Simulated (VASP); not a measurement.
Crystal: InP.

```xyz
2
Lattice="0.0000 2.8550 2.8550 2.8550 0.0000 2.8550 2.8550 2.8550 0.0000" Properties=species:S:1:pos:R:3 pbc="T T T"
In    0.0000    0.0000    0.0000
P     2.8550    2.8550    2.8550
```

| Property | Result |
| --- | --- |
| Program | VASP 6.6.1 |
| Task | relaxation of cell and atoms |
| Functional | LDA |
| Potentials or basis | VASP PAW LDA potentials, release 64 (In_d, P) |
| Cutoff | 500 eV |
| k mesh | 6 × 6 × 6 |
| Occupations | gaussian, width 0.1 eV |
| Spin | no spin polarisation |

At the start: pressure -9.5 GPa; volume 23.27 Å³/atom.

Task: Where does the relaxation end?

Result: Over 3 steps the energy falls by 116.3 meV/atom and the volume is 19.92 Å³/atom (-14.4 %); space group Fm-3m (No. 225, to 0.1 Å) before and after.

Step by step:
```
step  energy change (eV)  largest force (eV/Å)  pressure (GPa)  volume (Å³)
   1              0.0000                0.0000           -9.46        46.54
   2             -0.2029                0.0000            5.13        37.89
   3             -0.2326                0.0000            0.01        39.83
```

Final structure:
```xyz
2
Lattice="0.0000 2.7106 2.7106 2.7106 0.0000 2.7106 2.7106 2.7106 0.0000" Properties=species:S:1:pos:R:3 pbc="T T T"
In    0.0000    0.0000    0.0000
P     2.7106    2.7106    2.7106
```
